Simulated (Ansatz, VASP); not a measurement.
## One calculation of K2IBr, two programs

Contents of INCAR:

```
PREC = Accurate
ENCUT = 520
EDIFF = 1E-6
ISMEAR = -1
SIGMA = 0.02
LREAL = False
LASPH = True
NELM = 100
ALGO = Normal
ISIF = 2
LWAVE = False
LCHARG = False
GGA = PE
NBANDS = 24
```

File KPOINTS:

```
regular mesh
0
Gamma
  6 6 6
```

The input POSCAR:

```
K2IBr
1.0
    2.3474070935      1.3552761174      8.1745340448
   -2.3474070935      1.3552761174      8.1745340448
    0.0000000000     -2.7105522346      8.1745340448
Br I K
1 1 2
Direct
    1.0000000000      0.0000000000      0.0000000000
    0.5000000000      0.5000000000      0.5000000000
    0.2557569576      0.2557569576      0.2557569576
    0.7442430424      0.7442430424      0.7442430424
```

Input for Ansatz:

```yaml
crystal:
  lattice:
    - [2.3474070935, 1.3552761174, 8.1745340448]
    - [-2.3474070935, 1.3552761174, 8.1745340448]
    - [0.0, -2.7105522346, 8.1745340448]
  atoms:
    - { symbol: Br, position: [1.0, 0.0, 0.0] }
    - { symbol: I, position: [0.5, 0.5, 0.5] }
    - { symbol: K, position: [0.2557569576, 0.2557569576, 0.2557569576] }
    - { symbol: K, position: [0.7442430424, 0.7442430424, 0.7442430424] }
kpoints:
  mp_grid: { grid: [6, 6, 6] }
  band_path:
    path:
      - [0.0, 0.0, 0.0]
      - [0.5, 0.5, 0.5]
      - [0.8126147461, 0.1873852539, 0.5]
      - [0.5, -0.1873852539, 0.1873852539]
      - [0.5, 0.0, 0.0]
      - [0.3436926269, -0.3436926269, 0.0]
      - [0.6563073731, 0.0, 0.3436926269]
      - [0.5, 0.0, 0.5]
    npoints: 1
hamiltonian:
  xc: pbe
scf:
  occupations: { method: fermi_dirac, width: 0.02 }
  n_extra_bands: 5
output:
  forces: true
  stress: true
  eigenvalues: true
```

Change from the starting cell: epitaxial_xy strain -2.9%.

Alike in both runs: task single point; functional PBE; k mesh 6 × 6 × 6; occupations fermi-dirac, width 0.02 eV; no spin polarisation.

|  | VASP | Ansatz |
| --- | --- | --- |
| version | VASP 6.6.1 | Ansatz 0.2.0 |
| potentials or method | VASP PAW PBE potentials, release 64 (Br, I, K_sv) | plane waves, PAW |
| plane-wave cutoff (eV) | 520 | 420 |
| valence electrons in the cell | 32 | 42 |

|  | VASP | Ansatz | Ansatz less VASP |
| --- | --- | --- | --- |
| gap on the k mesh at the Fermi level (eV) | 3.75 | 3.75 | +0.003 |
| pressure (GPa) | 1.0 | 1.0 | -0.04 |
| traceless stress, the component that is largest in VASP (GPa) | -0.38 | -0.38 | -0.004 |
| rms of the force components (eV/Å) | 0.005 | 0.005 | -0.0001 |

Atom by atom the forces differ by 0.000 eV/Å (rms over components). VASP's potentials hold 32 valence electrons a cell and Ansatz's 42, so a difference there can come from the potentials and not from the codes.

Spin-orbit coupling is off throughout.
